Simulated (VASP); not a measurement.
Crystal: Na2Os.

```
Na Os
1.0
     3.80046    0.00000    0.00000
    -1.90023    3.29129    0.00000
     0.00000    0.00000    4.10348
Na Os
2 1
Direct
  0.33333 0.66667 0.50000
  0.66667 0.33333 0.50000
  0.00000 0.00000 0.00000
```

```yaml
Program: VASP 6.6.1
Task: relaxation of cell and atoms
Functional: PBE
Potentials_or_basis: VASP PAW PBE potentials, release 64 (Na_pv, Os)
Cutoff: 600 eV
k_mesh: 6 × 6 × 4
Occupations: gaussian, width 0.1 eV
Spin: no spin polarisation
```

At the start: pressure 5.6 GPa; volume 17.11 Å³/atom.

Problem. How do energy, volume and symmetry change on relaxing?

Solution. Over 17 steps the energy falls by 1173.0 meV/atom and the volume is 19.11 Å³/atom (+11.7 %); space group P6/mmm (No. 191, to 0.1 Å) before and after.

Step by step:
```
step  energy change (eV)  largest force (eV/Å)  pressure (GPa)  volume (Å³)
   1              0.0000                0.0000            5.58        51.33
   2             -0.2433                0.0000            1.54        55.82
   3             -0.4869                0.0000           -3.08        65.13
   4             -0.5426                0.0000           -7.18        85.01
   5             -0.5600                0.0000           -5.49        74.25
   6             -0.7491                0.0000           -6.08        75.39
   7             -1.4984                0.0000           -8.42        77.79
   8             -2.7911                0.0000           -8.87        77.32
   9             -2.5247                0.0000          -10.17        78.34
  10             -2.6995                0.0000           -9.89        77.97
  11             -3.0250                0.0000           -3.81        69.16
  12             -3.0514                0.0000           -5.77        70.83
  13             -3.2925                0.0000           -4.31        66.02
  14             -3.4939                0.0000           -1.40        59.69
  15             -3.5168                0.0000            0.79        56.70
  16             -3.5170                0.0000            0.55        56.97
  17             -3.5190                0.0000           -0.22        57.34
```

Final structure:
```
Na Os
1.0
     5.12975    0.00000    0.00000
    -2.56487    4.44249    0.00000
     0.00000    0.00000    2.51622
Na Os
2 1
Direct
  0.33333 0.66667 0.50000
  0.66667 0.33333 0.50000
  0.00000 0.00000 0.00000
```

Caveat: the k points lie up to 0.62 Å⁻¹ apart in the final cell, too coarse for converged energies and pressures of a metal; a cell axis changed by over 15 % at a fixed basis, so the end point is rough.
